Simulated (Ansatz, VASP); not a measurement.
## Pd in VASP and in Ansatz

```
Pd
1.0
     2.53945    0.00000    0.00000
     0.00000    2.53945    0.00000
     0.00000    0.00000    2.53945
Pd
1
Direct
  0.00000 0.00000 0.00000
```

Alike in both runs: functional LDA; k mesh 12 × 12 × 12; occupations fermi-dirac, width 0.1 eV; no spin polarisation.

Ansatz relaxed the structure, and its values are those at the end. VASP's run is a single point on that final structure, the one shown.

|  | VASP | Ansatz |
| --- | --- | --- |
| version | VASP 6.6.1 | Ansatz 0.2.0 |
| potentials or method | VASP PAW LDA potentials, release 64 (Pd), cutoff 520 eV | plane waves (420 eV) with PAW, scalar-relativistic |
| valence electrons in the cell | 10 | 18 |

|  | VASP | Ansatz | Ansatz less VASP |
| --- | --- | --- | --- |
| pressure (GPa) | 0.0 | 0.0 | -0.02 |

Ansatz warns that its potentials were made for another functional, while VASP's fit it. LDA's correlation is that of Perdew and Zunger in VASP and of Perdew and Wang (1992) in Ansatz. VASP's potentials hold 10 valence electrons a cell and Ansatz's 18, so a difference there can come from the potentials and not from the codes.
